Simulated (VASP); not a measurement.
Set up this calculation in VASP 6.6.1, as the native input.

```yaml
Task: single point
Functional: PBE
Potentials_or_basis: VASP PAW PBE potentials, release 64 (Nd_3, Hf_pv), 4f in core
Cutoff: 500 eV
k_mesh: 10 × 10 × 4
Occupations: gaussian, width 0.1 eV
Spin: no spin polarisation
Dipole_correction: no
Further_INCAR_settings: ALGO = Normal; EDIFF = 1e-06; NBANDS = 29
```

The structure of NdHf lies in POSCAR:

```
NdHf
1.0
    3.3114572364      0.0000000000      0.0000000000
    0.0000000000      3.3114572364      0.0000000000
    0.0000000000      0.0000000000     10.2460157124
Nd Hf
2 2
Direct
    0.0000000000      0.5000000000      0.1502921724
    0.5000000000      0.0000000000      0.8497078276
    0.0000000000      0.5000000000      0.5996180370
    0.5000000000      0.0000000000      0.4003819630
```

These files were run (other wordings do the same):

INCAR

```
PREC     = Accurate       # precision mode
ENCUT    = 500            # plane-wave cutoff, eV
EDIFF    = 1E-6           # SCF threshold, eV
ISMEAR   = 0              # smearing method
SIGMA    = 0.1            # smearing width, eV
LREAL    = False          # projectors in reciprocal space
LASPH    = True           # aspherical terms in the spheres
NELM     = 200            # most SCF steps
ALGO     = Normal         # electronic algorithm
ISIF     = 2              # what is computed and relaxed
LWAVE    = False          # write WAVECAR
LCHARG   = True           # write CHGCAR
GGA      = PE             # functional
LELF     = True           # ELF
LVHAR    = True         
NBANDS   = 29             # bands
GGA_COMPAT= False        
LMAXMIX  = 6              # l up to which the mixer works
```

KPOINTS

```
regular mesh
0
Gamma
  10 10 4
```

Potentials or basis: VASP PAW PBE potentials, release 64 (Nd_3, Hf_pv), 4f in core.

Launch:

```bash
$ cat potpaw_PBE.64/Nd_3/POTCAR potpaw_PBE.64/Hf_pv/POTCAR > POTCAR
$ mpirun -np 1 vasp_std > vasp.out
```

Results of the run:

- Pressure: 0.1 GPa
- Largest force: 0.085 eV/Å
- Band gap on the k mesh: zero (bands 21 and 22 overlap by 1.45 eV)

Caveat: spin-orbit coupling is left out, which moves the levels of the heavy elements; the 4f electrons are frozen in the core, so they carry no moment and show no levels.

Wall time 2.2 min on 1 thread of AMD EPYC 7R13 Processor (Zen 3), with other jobs on the host, peak memory 0.29 GiB.
